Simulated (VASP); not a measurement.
# Ta12F in VASP: further runs

Ta12F is run at these levels: LDA; tasks: single point.

All numbers are computed with VASP 6.6.1; they aren't measurements. Logs are shortened: lines on timing, memory, paths and dates and some standing lists are left out, and cuts for length are marked.

### Step 1. The cell of the first run

The cell holds a slab with vacuum, 13 atoms: a = 5.634 Å, b = 5.634 Å, c = 21.444 Å, α = 90.00°, β = 90.00°, γ = 109.47°.

### Step 2. Single point, LDA, collinear spin

INCAR reads:

```
SYSTEM = Ta12F
PREC = Accurate ; ENCUT = 520
EDIFF = 1E-6 ; ISMEAR = 0
SIGMA = 0.1 ; LREAL = .FALSE.
LASPH = .TRUE. ; NELM = 200
ALGO = Normal ; ISIF = 2
LWAVE = .FALSE. ; LCHARG = .FALSE.
ISPIN = 2 ; MAGMOM = 0 0 0 0 0 0 0 0 0 0 0 0 1
LORBIT = 11 ; LMAXMIX = 4
LDIPOL = .TRUE. ; IDIPOL = 3
DIPOL = 0.5 0.5 0.313 ; NBANDS = 86
GGA_COMPAT = .FALSE. ; NELMDL = -8
KPAR = 4
```

KPOINTS reads:

```
Automatic mesh
0
G
  5 5 1
  0 0 0
```

POSCAR reads:

```
Ta12F
1.0
    5.6341016702      0.0000000000      0.0000000000
   -1.8780338901      5.3118819959      0.0000000000
    0.0000000000      0.0000000000     21.4444204585
Ta F
12 1
Direct
    0.2500000000      0.2500000000      0.1865287060
    0.2500000000      0.7500000000      0.1865287060
    0.7500000000      0.2500000000      0.1865287060
    0.7500000000      0.7500000000      0.1865287060
    0.0000000000      0.0000000000      0.2901575821
    0.0000000000      0.5000000000      0.2901575821
    0.5000000000      0.0000000000      0.2901575821
    0.5000000000      0.5000000000      0.2901575821
    0.2500000000      0.2500000000      0.3937817054
    0.2500000000      0.7500000000      0.3937817054
    0.7500000000      0.2500000000      0.3937817054
    0.7500000000      0.7500000000      0.3937817054
    0.3333333333      0.3333333333      0.5817093767
```

Potentials or basis: VASP PAW LDA potentials, release 64 (Ta_pv, F).

Launch:

```bash
$ cat potpaw_LDA.64/Ta_pv/POTCAR potpaw_LDA.64/F/POTCAR > POTCAR
$ mpirun -np 4 vasp_std > vasp.out
```

OUTCAR:

```text
SYSTEM = Ta12F
   PREC = Accurate
   ENCUT = 520
   EDIFF = 1E-6
   ISMEAR = 0
   LREAL = .FALSE.
   LASPH = .TRUE.
   NELM = 200
   ISIF = 2
   ISPIN = 2
   LORBIT = 11
   NELMDL = -8

 ion  position               nearest neighbor table
   1  0.250  0.250  0.187-   5 2.75   8 2.75   3 2.82   3 2.82   2 2.82   2 2.82   7 3.20   6 3.20
                             4 3.25   4 3.25
   2  0.250  0.750  0.187-   6 2.75   7 2.75   4 2.82   4 2.82   1 2.82   1 2.82   5 3.20   8 3.20
                             3 3.25   3 3.25
   3  0.750  0.250  0.187-   6 2.75   7 2.75   1 2.82   1 2.82   4 2.82   4 2.82   5 3.20   8 3.20
                             2 3.25   2 3.25
   4  0.750  0.750  0.187-   5 2.75   8 2.75   2 2.82   2 2.82   3 2.82   3 2.82   7 3.20   6 3.20
                             1 3.25   1 3.25
   5  0.000  0.000  0.290-   9 2.75  12 2.75   1 2.75   4 2.75   7 2.82   7 2.82   6 2.82   6 2.82
                            11 3.20  10 3.20   3 3.20   2 3.20   8 3.25   8 3.25
   6  0.000  0.500  0.290-  10 2.75  11 2.75   2 2.75   3 2.75   8 2.82   8 2.82   5 2.82   5 2.82
                             9 3.20  12 3.20   1 3.20   4 3.20   7 3.25   7 3.25
   7  0.500  0.000  0.290-  10 2.75  11 2.75   2 2.75   3 2.75   5 2.82   5 2.82   8 2.82   8 2.82
                             9 3.20  12 3.20   1 3.20   4 3.20   6 3.25   6 3.25
   8  0.500  0.500  0.290-   9 2.75  12 2.75   1 2.75   4 2.75   6 2.82   6 2.82   7 2.82   7 2.82
                            11 3.20  10 3.20   3 3.20   2 3.20   5 3.25   5 3.25
   9  0.250  0.250  0.394-   5 2.75   8 2.75  11 2.82  11 2.82  10 2.82  10 2.82   7 3.20   6 3.20
                            12 3.25  12 3.25
  10  0.250  0.750  0.394-   6 2.75   7 2.75  12 2.82  12 2.82   9 2.82   9 2.82   5 3.20   8 3.20
                            11 3.25  11 3.25
  11  0.750  0.250  0.394-   6 2.75   7 2.75   9 2.82   9 2.82  12 2.82  12 2.82   5 3.20   8 3.20
                            10 3.25  10 3.25
  12  0.750  0.750  0.394-   5 2.75   8 2.75  10 2.82  10 2.82  11 2.82  11 2.82   7 3.20   6 3.20
                             9 3.25   9 3.25
  13  0.333  0.333  0.582-

  LATTYP: Found a base centered orthorhombic cell.
 ALAT       =     6.5057002319
 B/A-ratio  =     1.4142135624
 C/A-ratio  =     3.2962509329

  Lattice vectors:

 A1 = (   5.6341016702,   0.0000000000,   0.0000000000)
 A2 = (  -1.8780338901,   5.3118819959,   0.0000000000)
 A3 = (   0.0000000000,   0.0000000000,  21.4444204585)

Analysis of symmetry for initial positions (statically):
=====================================================================
 Subroutine PRICEL returns:
 Original cell was already a primitive cell.

 Routine SETGRP: Setting up the symmetry group for a
 base centered orthorhombic supercell.

 Subroutine GETGRP returns: Found  2 space group operations
 (whereof  2 operations were pure point group operations)
 out of a pool of  8 trial point group operations.

The static configuration has the point symmetry C_1h.

Analysis of symmetry for dynamics (positions and initial velocities):
=====================================================================
 Subroutine PRICEL returns:
 Original cell was already a primitive cell.

 Routine SETGRP: Setting up the symmetry group for a
 base centered orthorhombic supercell.

 Subroutine GETGRP returns: Found  2 space group operations
 (whereof  2 operations were pure point group operations)
 out of a pool of  8 trial point group operations.

The dynamic configuration has the point symmetry C_1h.

Analysis of structural, dynamic, and magnetic symmetry:
=====================================================================
 Subroutine PRICEL returns:
 Original cell was already a primitive cell.

 Routine SETGRP: Setting up the symmetry group for a
 base centered orthorhombic supercell.

 Subroutine GETGRP returns: Found  2 space group operations
 (whereof  2 operations were pure point group operations)
 out of a pool of  8 trial point group operations.

The overall configuration has the point symmetry C_1h.

 Subroutine INISYM returns: Found  2 space group operations
 (whereof  2 operations are pure point group operations),
 and found     1 'primitive' translations

----------------------------------------------------------------------------------------

                                     Primitive cell

  volume of cell :     641.7818
[... 107 lines left out ...]
   NUPDOWN=      -1.0000    fix difference up-down
   EMIN   =  10.00;   EMAX   =-10.00  energy-range for DOS
   EFERMI =   0.00;   METHOD = LEGACY
   ISMEAR =     0;   SIGMA  =   0.10  broadening in eV -4-tet -1-fermi 0-gaus
   EFERMI_NEDOS =   21; number of points for ismear=-14 and -15
   IALGO  =     38    algorithm
   IMIX   =      4    mixing-type and parameters
     AMIX     =   0.40;   BMIX     =  1.00
     AMIX_MAG =   1.60;   BMIX_MAG =  1.00
  volume/ion in A,a.u.               =      49.37       333.15
  Fermi-wavevector in a.u.,A,eV,Ry     =   0.983144  1.857873 13.151022  0.966573
  Thomas-Fermi vector in A             =   2.114280
   LORBIT       =     11    0 simple, 1 ext, 2 COOP (PROOUT), +10 PAW based schemes
   GGA     = CA    functional components
   LHFCALC =     F    Hartree Fock is set to
   AEXX    =    0.0000 exact exchange contribution
   IVDW    =     0    specifies the selected vdW correction
   LEPSILON=     F    determine dielectric tensor
   LRPA    =     F    only Hartree local field effects (RPA)
 spin polarized calculation
 Gauss-broadening in eV      SIGMA  =   0.10
  energy-cutoff  :      520.00
  volume of cell :      641.78
 maximum number of plane-waves:     17318
 NGX is ok and might be reduce to    42
   NGX = 21   NGY = 21   NGZ = 79

 dipolmoment           0.000000      0.000000     -0.133923 electrons x Angstroem

 number of electron     138.9999984 magnetization       0.7400521

 dipolmoment           0.000000      0.000000      0.693522 electrons x Angstroem

 Free energy of the ion-electron system (eV)
  ---------------------------------------------------
  ext. energy  EPLUGINS =         0.00000000
  ---------------------------------------------------
  free energy    TOTEN  =      -145.57476377 eV

  energy without entropy =     -145.45196986  energy(sigma->0) =     -145.51336681

 E-fermi :  -2.4257     XC(G=0):  -5.4891

 val. band max:       -2.4294572045   @ k =   0.4000   0.0000   0.0000
 cond. band min:      -2.4219397943   @ k =  -0.4000   0.2000   0.0000
 fundamental gap:      0.0075174102
 Fermi energy:        -2.4257064645

 spin component 1

 k-point     1 :       0.0000    0.0000    0.0000
  band No.  band energies     occupation
      1     -36.8453      1.00000
      2     -36.8442      1.00000
      3     -36.8289      1.00000
      4     -36.7832      1.00000
      5     -36.7310      1.00000
      6     -36.7195      1.00000
[... 745 lines left out ...]
     80      -1.0031      0.00000
     81      -0.9045      0.00000
 Fermi energy:        -2.4257064645

 spin component 2

 k-point     1 :       0.0000    0.0000    0.0000
  band No.  band energies     occupation
      1     -36.8410      1.00000
      2     -36.8402      1.00000
      3     -36.8255      1.00000
      4     -36.7791      1.00000
      5     -36.7281      1.00000
      6     -36.7169      1.00000
[... 745 lines left out ...]
     80      -0.9979      0.00000
     81      -0.8974      0.00000
 [bands above 81 left out]

------------------------ aborting loop because EDIFF is reached ----------------------------------------

 vacuum level on the upper side and lower side of the slab       (xc-potential included)         1.888        -2.170

  FORCE on cell =-STRESS in cart. coord.  units (eV):
  Direction    XX          YY          ZZ          XY          YZ          ZX
  --------------------------------------------------------------------------------------
  -------------------------------------------------------------------------------------
  Total      -12.0348956    -11.2452138     -1.6810432      1.1167786     -0.0279005     -0.0197284
  in kB      -30.0445357    -28.0731334     -4.1966433      2.7879839     -0.0696524     -0.0492511
  external PRESSURE =     -20.7714374 kB  Pullay stress =       0.0000000 kB

 VOLUME and BASIS-vectors are now :
 -----------------------------------------------------------------------------
  energy-cutoff  :      520.00
  volume of cell :      641.78
      direct lattice vectors                 reciprocal lattice vectors
     5.634101670  0.000000000  0.000000000     0.177490585  0.062752398  0.000000000
    -1.878033890  5.311881996  0.000000000     0.000000000  0.188257194  0.000000000
     0.000000000  0.000000000 21.444420459     0.000000000  0.000000000  0.046632177

 POSITION                                       TOTAL-FORCE (eV/Angst)
 -----------------------------------------------------------------------------------
      0.93902      1.32797      4.00000        -0.003419     -0.004836     -0.099369
     -0.00000      3.98391      4.00000        -0.000002      0.000523     -0.089102
      3.75607      1.32797      4.00000         0.000494      0.000172     -0.089102
      2.81705      3.98391      4.00000         0.003428      0.004849     -0.086928
      0.00000      0.00000      6.22226        -0.004821     -0.006818      0.040601
     -0.93902      2.65594      6.22226         0.006379     -0.003670      0.069703
      2.81705      0.00000      6.22226        -0.005586      0.004791      0.069703
      1.87803      2.65594      6.22226         0.002577      0.003644      0.070839
      0.93902      1.32797      8.44442         0.003485      0.004929      0.378304
     -0.00000      3.98391      8.44442        -0.016599      0.007441      0.142130
      3.75607      1.32797      8.44442         0.012549     -0.013169      0.142130
      2.81705      3.98391      8.44442         0.006387      0.009032      0.106967
      1.25202      1.77063     12.47442        -0.004872     -0.006890     -0.655875
 -----------------------------------------------------------------------------------
    total drift:                               -0.000005     -0.000007     -0.003073

  FREE ENERGIE OF THE ION-ELECTRON SYSTEM (eV)
  ---------------------------------------------------
  free  energy   TOTEN  =      -145.5747637681 eV

  energy  without entropy=     -145.4519698601  energy(sigma->0) =     -145.51336681

 vacuum level on the upper side and lower side of the slab         6.645         2.474

 total charge

# of ion       s       p       d       tot
------------------------------------------
    1        0.389   6.099   2.467   8.955
    2        0.389   6.099   2.467   8.955
    3        0.389   6.099   2.467   8.955
    4        0.389   6.099   2.468   8.956
    5        0.389   6.199   2.497   9.085
    6        0.390   6.198   2.496   9.084
    7        0.390   6.198   2.496   9.084
    8        0.390   6.198   2.497   9.085
    9        0.388   6.093   2.468   8.949
   10        0.390   6.093   2.473   8.955
   11        0.390   6.093   2.473   8.955
   12        0.390   6.093   2.474   8.956
   13        1.741   4.112   0.000   5.853
--------------------------------------------------
tot          6.412  77.674  29.743 113.829

 magnetization (x)

# of ion       s       p       d       tot
------------------------------------------
    1        0.000   0.000   0.001   0.002
    2       -0.000   0.000   0.000   0.001
    3       -0.000   0.000   0.000   0.001
    4        0.000   0.001   0.001   0.001
    5        0.000   0.000  -0.001  -0.000
    6        0.000   0.000   0.000   0.001
    7        0.000   0.000   0.000   0.001
    8        0.000   0.000   0.001   0.001
    9        0.001   0.000   0.012   0.014
   10        0.001   0.001   0.014   0.016
   11        0.001   0.001   0.014   0.016
   12        0.001   0.001   0.016   0.018
   13        0.002   0.521   0.000   0.523
--------------------------------------------------
tot          0.007   0.529   0.059   0.594
```

It took 50 min on 4 MPI ranks of Intel Xeon Platinum 8259CL at 2.50GHz (Skylake/Cascade Lake), shared host; peak memory 1.1 GiB.

Results:

```
Free energy                                           : -145.5748 eV
Largest force                                         : 0.656 eV/Å
Net moment                                            : 0.74 μB per cell
Site moments                                          : Ta +0.00, -0.00, +0.01, +0.02 (each value once); F +0.52 μB
Valence electrons inside the program's atomic spheres : Ta 8.96, 9.09, 9.08, 8.95 (each value once); F 5.85
```

Forces in eV/Å, atoms in the order of the input:
```
Ta  -0.003 -0.005 -0.099
Ta   0.000  0.001 -0.089
Ta   0.000  0.000 -0.089
Ta   0.003  0.005 -0.087
Ta  -0.005 -0.007  0.041
Ta   0.006 -0.004  0.070
Ta  -0.006  0.005  0.070
Ta   0.003  0.004  0.071
Ta   0.003  0.005  0.378
Ta  -0.017  0.007  0.142
Ta   0.013 -0.013  0.142
Ta   0.006  0.009  0.107
F   -0.005 -0.007 -0.656
```

Caveat: a moment this small can come from the mesh or the smearing; spin-orbit coupling is left out, which moves the levels of the heavy elements.

### Step 3. Single point, LDA, collinear spin

INCAR reads:

```
SYSTEM = Ta12F
PREC = Accurate
ENCUT = 520
EDIFF = 1E-6
ISMEAR = 0
SIGMA = 0.1
LREAL = .False.
LASPH = .True.
NELM = 200
ALGO = Normal
ISIF = 2
LWAVE = .False.
LCHARG = .True.
ISPIN = 2
MAGMOM = 0 0 0 0 0 0 0 0 0 0 0 0 1
LORBIT = 11
LMAXMIX = 4
LDIPOL = .True.
IDIPOL = 3
DIPOL = 0.5 0.5 0.305
LVHAR = .True.
LVACPOTAV = .True.
NBANDS = 86
GGA_COMPAT = .False.
NELMDL = -8
KPAR = 4
```

KPOINTS reads:

```
Automatic mesh
0
Gamma
  5 5 1
  0 0 0
```

Edit POSCAR of step 2 so:

```diff
@@ -20,2 +20,2 @@
     0.7500000000      0.7500000000      0.3937817054
-    0.3333333333      0.3333333333      0.5817093767
+    0.4166666667      0.4166666667      0.4772533013
```

Potentials or basis: VASP PAW LDA potentials, release 64 (Ta_pv, F).

Launch:

```bash
$ cat potpaw_LDA.64/Ta_pv/POTCAR potpaw_LDA.64/F/POTCAR > POTCAR
$ mpirun -np 4 vasp_std > vasp.out
```

It took 18 min on 4 MPI ranks of Intel Xeon Platinum 8259CL at 2.50GHz (Skylake/Cascade Lake), shared host; peak memory 1 GiB.

It converged, with:

* Free energy: -150.2974 eV
* Largest force: 2.038 eV/Å
* Net moment: 0.00 μB per cell
* Valence electrons inside the program's atomic spheres: Ta 8.95, 8.96, 9.09, 9.08 (each value once); F 6.00

Forces in eV/Å, atoms in the order of the input:
```
Ta  -0.032 -0.046 -0.055
Ta  -0.030  0.052 -0.039
Ta   0.059 -0.011 -0.039
Ta   0.048  0.069 -0.085
Ta  -0.162 -0.230 -0.475
Ta   0.000 -0.066  0.031
Ta  -0.062 -0.022  0.031
Ta   0.039  0.055  0.166
Ta  -0.137 -0.194  2.024
Ta  -0.517  0.285 -0.090
Ta   0.441 -0.392 -0.090
Ta   0.325  0.460  0.367
F    0.028  0.040 -1.745
```

Levels at points of the mesh, in eV from the Fermi level:
Spin up:
| k point | band 65 | band 66 | band 67 | band 68 | band 69 | band 70 | band 71 | band 72 | band 73 | band 74 |
| --- | --- | --- | --- | --- | --- | --- | --- | --- | --- | --- |
| (0.00, 0.00, 0.00) | -0.17 | -0.16 | 0.06 | 0.18 | 0.54 | 0.69 | 0.96 | 1.05 | 1.24 | 1.47 |
Spin down:
| k point | band 65 | band 66 | band 67 | band 68 | band 69 | band 70 | band 71 | band 72 | band 73 | band 74 |
| --- | --- | --- | --- | --- | --- | --- | --- | --- | --- | --- |
| (0.00, 0.00, 0.00) | -0.17 | -0.16 | 0.06 | 0.18 | 0.54 | 0.69 | 0.96 | 1.05 | 1.24 | 1.47 |

Caveat: spin-orbit coupling is left out, which moves the levels of the heavy elements.

### Step 4. Single point, LDA, collinear spin

INCAR reads:

```
ALGO     = Normal         # electronic algorithm
DIPOL    = 0.5 0.5 0.306
EDIFF    = 1E-6           # SCF threshold, eV
ENCUT    = 520            # plane-wave cutoff, eV
GGA_COMPAT= F            
IDIPOL   = 3            
ISIF     = 2              # what is computed and relaxed
ISMEAR   = 0              # smearing method
ISPIN    = 2              # spin polarisation
KPAR     = 4            
LASPH    = T              # aspherical terms in the spheres
LCHARG   = T              # write CHGCAR
LDIPOL   = T            
LMAXMIX  = 4              # l up to which the mixer works
LORBIT   = 11             # projections on sites
LREAL    = F              # projectors in reciprocal space
LVACPOTAV= T            
LVHAR    = T            
LWAVE    = F              # write WAVECAR
MAGMOM   = 0 0 0 0 0 0 0 0 0 0 0 0 1 # initial moments
NBANDS   = 86             # bands
NELM     = 200            # most SCF steps
NELMDL   = -8           
PREC     = Accurate       # precision mode
SIGMA    = 0.1            # smearing width, eV
```

KPOINTS reads:

```
k-points
0
Gamma
  5 5 1
```

Edit POSCAR of step 3 so:

```diff
@@ -20,2 +20,2 @@
     0.7500000000      0.7500000000      0.3937817054
-    0.4166666667      0.4166666667      0.4772533013
+    0.3333333333      0.3333333333      0.4921755978
```

Launch:

```bash
$ cat potpaw_LDA.64/Ta_pv/POTCAR potpaw_LDA.64/F/POTCAR > POTCAR
$ mpirun -np 4 vasp_std > vasp.out
```

It took 11 min on 4 MPI ranks of Intel Xeon 6975P-C (Granite Rapids), shared host; peak memory 0.95 GiB.

Results (log left out):

| Property | Result |
| --- | --- |
| Free energy | -149.6786 eV |
| Largest force | 3.725 eV/Å |
| Net moment | 0.00 μB per cell |
| Valence electrons inside the program's atomic spheres | Ta 8.95, 8.96, 9.09, 8.93, 8.97 (each value once); F 5.97 |

Forces on the atoms (eV/Å):
```
Ta  -0.029 -0.041 -0.069
Ta   0.003  0.024 -0.048
Ta   0.022  0.011 -0.048
Ta   0.039  0.055 -0.017
Ta  -0.184 -0.260 -0.391
Ta   0.037 -0.031  0.075
Ta  -0.042  0.025  0.075
Ta   0.095  0.134 -0.029
Ta   0.078  0.110  3.722
Ta  -0.305  0.109 -0.051
Ta   0.205 -0.251 -0.051
Ta   0.246  0.348 -0.370
F   -0.165 -0.233 -2.798
```

Levels at points of the mesh, in eV from the Fermi level:
Spin up:
```
           k point  band 66  band 67  band 68  band 69  band 70  band 71  band 72  band 73
(0.00, 0.00, 0.00)    -0.17     0.18     0.25     0.54     0.74     0.86     1.00     1.21
```
Spin down:
```tsv
k point	band 66	band 67	band 68	band 69	band 70	band 71	band 72	band 73
(0.00, 0.00, 0.00)	-0.17	0.18	0.25	0.54	0.74	0.86	1.00	1.21
```

Caveat: spin-orbit coupling is left out, which moves the levels of the heavy elements.

### Step 5. The runs side by side

```tsv
cell	gap on the mesh (eV)	moment (μB)	largest force (eV/Å)
as given, atomic positions A	none	0.74	0.66
as given, atomic positions B	none	0.00	2.04
as given, atomic positions C	none	0.00	3.72
```

Alike in all rows: task single point; level LDA; potentials or basis VASP PAW LDA potentials, release 64 (Ta_pv, F); spin collinear; k mesh 5 × 5 × 1; cutoff (eV) 520; smearing gaussian 0.1 eV.

Caveats: spin-orbit coupling is left out, which moves the levels of the heavy elements; a moment this small can come from the mesh or the smearing (at least some runs).

Total energies depend on the potentials used, so only differences within one code and one set of settings carry meaning.

The gap in the log of VASP goes by the Fermi energy; the results here count the filled bands.